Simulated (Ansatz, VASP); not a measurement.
One calculation of Sb2Pt, two programs

```
Pt Sb
1.0
     5.31409    0.00000    0.00000
     0.00000    6.49795    0.00000
     0.00000    0.00000    4.13286
Pt Sb
2 4
Direct
  0.00000 0.00000 0.00000
  0.50000 0.50000 0.50000
  0.21532 0.37011 0.00000
  0.78468 0.62989 0.00000
  0.71532 0.12989 0.50000
  0.28468 0.87011 0.50000
```

Alike in both runs: functional r2SCAN; k mesh 4 × 4 × 6; occupations gaussian, width 0.1 eV; no spin polarisation.

Ansatz relaxed the structure, and its values are those at the end. VASP's run is a single point on that final structure, the one shown.

|  | VASP | Ansatz |
| --- | --- | --- |
| version | VASP 6.6.1 | Ansatz 0.2.0 |
| potentials or method | VASP PAW PBE potentials, release 64 (Pt, Sb), cutoff 520 eV | scalar-relativistic, plane waves, PAW |
| valence electrons in the cell | 40 | 96 |

```tsv
	VASP	Ansatz	Ansatz less VASP
gap on the k mesh at the Fermi level (eV)	none	none	-
pressure (GPa)	0.0	0.1	+0.14
rms of the force components (eV/Å)	0.022	0.014	-0.0078
```

VASP's potentials were made for PBE, not for r2SCAN. A gap of «none» marks a metal or a gap that the smearing closes. VASP's potentials hold 40 valence electrons a cell and Ansatz's 96, so a difference there can come from the potentials and not from the codes.

Neither program's run includes spin-orbit coupling.
